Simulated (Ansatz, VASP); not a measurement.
# Na3HfZr: VASP beside Ansatz

```
Na Zr Hf
1.0
     4.52822    0.00000    0.00000
     0.00000    4.52822    0.00000
     0.00000    0.00000    4.52822
Na Zr Hf
3 1 1
Direct
  0.00000 0.50000 0.50000
  0.50000 0.00000 0.50000
  0.50000 0.50000 0.00000
  0.50000 0.50000 0.50000
  0.00000 0.00000 0.00000
```

Alike in both runs: task single point; functional PBE; k mesh 4 × 4 × 4; occupations gaussian, width 0.1 eV; no spin polarisation.

```csv
,VASP,Ansatz
version,VASP 6.6.1,Ansatz 0.2.0
potentials or method,"VASP PAW PBE potentials, release 64 (Na_pv, Zr_sv, Hf_pv), cutoff 520 eV","scalar-relativistic, plane waves, PAW"
valence electrons in the cell,43,65
```

|  | VASP | Ansatz | Ansatz less VASP |
| --- | --- | --- | --- |
| gap on the k mesh at the Fermi level (eV) | none | none | - |
| pressure (GPa) | 25.9 | 25.5 | -0.41 |

A gap of «none» marks a metal or a gap that the smearing closes. The functional is the same, so the differences come from potentials, cutoffs and numerics. VASP's potentials hold 43 valence electrons a cell and Ansatz's 65, so a difference there can come from the potentials and not from the codes.

Neither program's run includes spin-orbit coupling.
